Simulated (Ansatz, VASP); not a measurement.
One calculation of InP, two programs

```
CELL_PARAMETERS angstrom
0.00000 2.91920 2.91920
2.91920 0.00000 2.91920
2.91920 2.91920 0.00000
ATOMIC_POSITIONS crystal
In 0.00000 0.00000 0.00000
P 0.25000 0.25000 0.25000
```

Alike in both runs: task single point; functional PBE; k mesh 10 × 10 × 10; occupations gaussian, width 0.02 eV; no spin polarisation.

```csv
,VASP,Ansatz
version,VASP 6.6.1,Ansatz 0.2.0
potentials or method,"VASP PAW PBE potentials, release 64 (In_d, P), cutoff 520 eV","scalar-relativistic, plane waves, PAW"
valence electrons in the cell,18,18
```

|  | VASP | Ansatz | Ansatz less VASP |
| --- | --- | --- | --- |
| gap on the k mesh at the Fermi level (eV) | 0.78 | 0.78 | +0.003 |
| least direct gap on the mesh (eV) | 0.78 | 0.78 | +0.003 |
| pressure (GPa) | 4.2 | 4.2 | +0.07 |
